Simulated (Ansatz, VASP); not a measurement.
# Two plane-wave programs on C

INCAR

```
SYSTEM = C
  ALGO = Normal
  EDIFF = 1E-6
  ENCUT = 520
  GGA = CA
  ISIF = 2
  ISMEAR = 0
  LASPH = .True.
  LCHARG = .False.
  LREAL = .False.
  LWAVE = .False.
  NBANDS = 26
  NELM = 80
  PREC = Accurate
  SIGMA = 0.05
```

The input KPOINTS:

```
k-points
0
Gamma
  12 12 4
  0 0 0
```

Contents of POSCAR:

```
C
1.0
    2.4896249417      0.0000000000      0.0000000000
   -1.2448124708      2.1560784454      0.0000000000
    0.0000000000      0.0000000000      8.2142660865
C
8
Direct
    0.0000000000      0.0000000000      0.0900147857
    0.0000000000      0.0000000000      0.5900147857
    0.0000000000      0.0000000000      0.4099852143
    0.0000000000      0.0000000000      0.9099852143
    0.3333333333      0.6666666667      0.1578160184
    0.6666666667      0.3333333333      0.6578160184
    0.3333333333      0.6666666667      0.3421839816
    0.6666666667      0.3333333333      0.8421839816
```

Input for Ansatz:

```yaml
crystal:
  lattice:
    - [2.4896249417, 0.0, 0.0]
    - [-1.2448124708, 2.1560784454, 0.0]
    - [0.0, 0.0, 8.2142660865]
  atoms:
    - { symbol: C, position: [0.0, 0.0, 0.0900147857] }
    - { symbol: C, position: [0.0, 0.0, 0.5900147857] }
    - { symbol: C, position: [0.0, 0.0, 0.4099852143] }
    - { symbol: C, position: [0.0, 0.0, 0.9099852143] }
    - { symbol: C, position: [0.3333333333, 0.6666666667, 0.1578160184] }
    - { symbol: C, position: [0.6666666667, 0.3333333333, 0.6578160184] }
    - { symbol: C, position: [0.3333333333, 0.6666666667, 0.3421839816] }
    - { symbol: C, position: [0.6666666667, 0.3333333333, 0.8421839816] }
basis:
  ecutwfc: 520.0
kpoints:
  mp_grid: { grid: [12, 12, 4] }
hamiltonian:
  xc: lda
  pseudopotentials: { kind: paw, azcp: { folder: soft_1 } }
scf:
  occupations: { method: gaussian, width: 0.05 }
output:
  forces: true
  stress: true
  eigenvalues: true
```

Change from the starting cell: mode 21 frozen in at -0.024 Å, strain +e along z and -e/2 along x and y +0.0000.

Alike in both runs: task single point; functional LDA; k mesh 12 × 12 × 4; occupations gaussian, width 0.05 eV; no spin polarisation.

```csv
,VASP,Ansatz
version,VASP 6.6.1,Ansatz 0.2.0
potentials or method,"VASP PAW LDA potentials, release 64 (C), cutoff 520 eV","scalar-relativistic, plane waves, PAW"
valence electrons in the cell,32,32
```

|  | VASP | Ansatz | Ansatz less VASP |
| --- | --- | --- | --- |
| gap on the k mesh at the Fermi level (eV) | 4.19 | 4.20 | +0.012 |
| least direct gap on the mesh (eV) | 4.62 | 4.62 | 0.000 |
| pressure (GPa) | 2.1 | 0.4 | -1.71 |
| traceless stress, the component that is largest in VASP (GPa) | 3.13 | 2.91 | -0.215 |
| rms of the force components (eV/Å) | 1.023 | 1.019 | -0.0041 |

Ansatz warns that its potentials were made for another functional, while VASP's fit it. LDA's correlation is that of Perdew and Zunger in VASP and of Perdew and Wang (1992) in Ansatz. Atom by atom the forces differ by 0.004 eV/Å (rms over components).
